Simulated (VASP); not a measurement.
Wanted: the native input for a VASP 6.6.1 run.

```yaml
Task: single point
Functional: PBE
Dispersion: D3(BJ)
Potentials_or_basis: VASP PAW PBE potentials, release 64 (Si, Cu)
Cutoff: 520 eV
k_mesh: 2 × 2 × 2
Occupations: gaussian, width 0.05 eV
Spin: collinear spin, zero start
Starting_moments: "[0.0, 0.0, 0.0, 0.0, 0.0, 0.0, 0.0, 0.0, 0.0, 0.0, 0.0, 0.0, 0.0, 0.0, 0.0, 0.0, 0.0] μB"
Dipole_correction: no
Further_INCAR_settings: ALGO = Normal; EDIFF = 1e-06; NBANDS = 56
```

The structure of CuSi16 (a cell with a defect) lies in POSCAR:

```
CuSi16
1.0
    0.0000000000      5.4300000000      5.4300000000
    5.4300000000      0.0000000000      5.4300000000
    5.4300000000      5.4300000000      0.0000000000
Si Cu
16 1
Direct
   -0.0129220074      0.0019848066      0.0053461326
    0.1268914365      0.1200428177      0.1316026703
    0.0084624309     -0.0182707182      0.5047819521
    0.1268914365      0.1200431860      0.6212181400
    0.0025377532      0.4931843462      0.0034071823
    0.1162545120      0.6289390424      0.1272810313
    0.0025374770      0.4931842541      0.5006260589
    0.1310701657      0.6085209945      0.6300817680
    0.5106538674      0.0049934622      0.0054975138
    0.6199402394      0.1584043278      0.1107052486
    0.5106538674      0.0049934622      0.4786102210
    0.6352963168      0.1220826888      0.6211880295
    0.4910853591      0.5342695212     -0.0128000921
    0.6292380295      0.6315713628      0.1269496317
    0.5041799263      0.4950412523      0.5002672192
    0.6292384899      0.6315714549      0.6119957643
    0.3474400552      0.9704485267      0.8409332413
```

These files were run (other wordings do the same):

INCAR

```
ALGO     = Normal         # electronic algorithm
EDIFF    = 1E-6           # SCF threshold, eV
ENCUT    = 520            # plane-wave cutoff, eV
GGA      = PE             # functional
GGA_COMPAT= False        
ISIF     = 2              # what is computed and relaxed
ISMEAR   = 0              # smearing method
ISPIN    = 2              # spin polarisation
IVDW     = 12             # dispersion correction
LASPH    = True           # aspherical terms in the spheres
LCHARG   = False          # write CHGCAR
LMAXMIX  = 4              # l up to which the mixer works
LORBIT   = 11             # projections on sites
LREAL    = False          # projectors in reciprocal space
LWAVE    = False          # write WAVECAR
MAGMOM   = 0 0 0 0 0 0 0 0 0 0 0 0 0 0 0 0 0 # initial moments
NBANDS   = 56             # bands
NELM     = 200            # most SCF steps
PREC     = Accurate       # precision mode
SIGMA    = 0.05           # smearing width, eV
```

KPOINTS

```
k-points
0
Gamma
  2 2 2
```

Potentials or basis: VASP PAW PBE potentials, release 64 (Si, Cu).

Launch:

```sh
$ cat potpaw_PBE.64/Si/POTCAR potpaw_PBE.64/Cu/POTCAR > POTCAR
$ mpirun -np 1 vasp_std > vasp.out
```

Results of the run:

* Pressure: 1.3 GPa
* Largest force: 0.066 eV/Å
* Net moment: 0.00 μB per cell
* Valence electrons inside the program's atomic spheres: Si 1.70, 1.68, 1.69, 1.71 (each value once); Cu 10.15
* Dispersion energy per atom: -0.334 eV

Caveat: the k points lie up to 0.50 Å⁻¹ apart; no moment was typed at the start, so none could form.

Run time: 7.7 min on 1 thread of Intel(R) Xeon(R) Platinum 8259CL CPU @ 2.50GHz (Skylake/Cascade Lake) (shared host), peak memory 0.73 GiB.
